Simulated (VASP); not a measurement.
Write the native input for VASP 6.6.1 that does the following.

```yaml
Task: single point
Functional: PBE
Potentials_or_basis: VASP PAW PBE potentials, release 64 (Zn, O)
Cutoff: 520 eV
k_mesh: 4 × 4 × 4
Occupations: gaussian, width 0.1 eV
Spin: no spin polarisation
Dipole_correction: no
Further_INCAR_settings: ALGO = Normal; EDIFF = 1e-07; NBANDS = 65
```

The structure of Zn4O lies in POSCAR:

```
Zn4O
1.0
    0.0000000000      4.1982631500      4.1982631500
    4.1982631500      0.0000000000      4.1982631500
    4.1982631500      4.1982631500      0.0000000000
Zn O
8 2
Direct
    0.3838792200      0.3838792200      0.3838792200
    0.3838792200      0.3838792200      0.8483623500
    0.3838792200      0.8483623500      0.3838792200
    0.8483623500      0.3838792200      0.3838792200
    0.8661207800      0.8661207800      0.4016376500
    0.8661207800      0.8661207800      0.8661207800
    0.8661207800      0.4016376500      0.8661207800
    0.4016376500      0.8661207800      0.8661207800
    0.0000000000      0.0000000000      0.0000000000
    0.2500000000      0.2500000000      0.2500000000
```

The cell was generated, and may not be a known phase.

The input as run:

INCAR

```
PREC = Accurate ; ENCUT = 520
EDIFF = 1E-7 ; ISMEAR = 0
SIGMA = 0.1 ; LREAL = False
LASPH = True ; NELM = 60
ALGO = Normal ; ISIF = 2
LWAVE = False ; LCHARG = False
GGA = PE ; NBANDS = 65
```

KPOINTS

```
regular mesh
0
Gamma
  4 4 4
```

Potentials or basis: VASP PAW PBE potentials, release 64 (Zn, O).

Launch:

```bash
$ cat potpaw_PBE.64/Zn/POTCAR potpaw_PBE.64/O/POTCAR > POTCAR
$ mpirun -np 1 vasp_std > vasp.out
```

It gave:

```json
{"Pressure": "3.2 GPa", "Largest force": "1.004 eV/Å", "Band gap on the k mesh": "zero (bands 54 and 55 overlap by 1.12 eV)"}
```

Caveat: the cell stands under pressure; forces of over 1 eV/Å act on the atoms, so gaps and moduli don't describe the material at rest.

Run time: 2.5 min on 1 thread of Intel Xeon 8259CL (shared host), peak memory 0.34 GiB.
